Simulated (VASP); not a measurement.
Input of a VASP 6.6.1 run:

Contents of INCAR:

```
SYSTEM = HfC
ALGO = Normal
EDIFF = 1E-6
EDIFFG = -0.005
ENCUT = 600
GGA = PE
IBRION = 2
ISIF = 3
ISMEAR = -1
LASPH = .True.
LCHARG = .False.
LREAL = .False.
LWAVE = .False.
NELM = 80
NSW = 32
PREC = Accurate
PSTRESS = 940.0
SIGMA = 0.1
```

File KPOINTS:

```
k-points
0
Gamma
  17 17 17
  0 0 0
```

File POSCAR:

```
HfC
1.0
    0.0000000000      2.1412155697      2.1412155697
    2.1412155697      0.0000000000      2.1412155697
    2.1412155697      2.1412155697      0.0000000000
Hf C
1 1
Direct
    0.0000000000      0.0000000000      0.0000000000
    0.5000000000      0.5000000000      0.5000000000
```

Potentials or basis: VASP PAW PBE potentials, release 64 (Hf_pv, C).

Run with:

```bash
$ cat potpaw_PBE.64/Hf_pv/POTCAR potpaw_PBE.64/C/POTCAR > POTCAR
$ mpirun -np 1 vasp_std > vasp.out
```

Problem. Predict the relaxed volume.

Solution. 9.84 Å³/atom.

Problem. Predict the band gap on the k mesh.

Solution. Zero (bands 7 and 8 overlap by 1.57 eV).

Problem. Predict the space group after relaxing (to 0.1 Å).

Solution. Fm-3m (No. 225).

Problem. Estimate the relaxed cell.

Solution. a = 3.031 Å, b = 3.031 Å, c = 3.031 Å, α = 60.00°, β = 60.00°, γ = 60.00°.

The path:
```tsv
step	energy change (eV)	largest force (eV/Å)	pressure (GPa)	volume (Å³)
1	0.0000	0.0000	95.61	19.63
2	-0.1605	0.0000	87.56	19.91
3	-0.0325	0.0000	94.02	19.69
```

Caveat: the cell is relaxed towards a set pressure, so the run minimises the enthalpy, not the energy; spin-orbit coupling is left out, which moves the levels of the heavy elements.
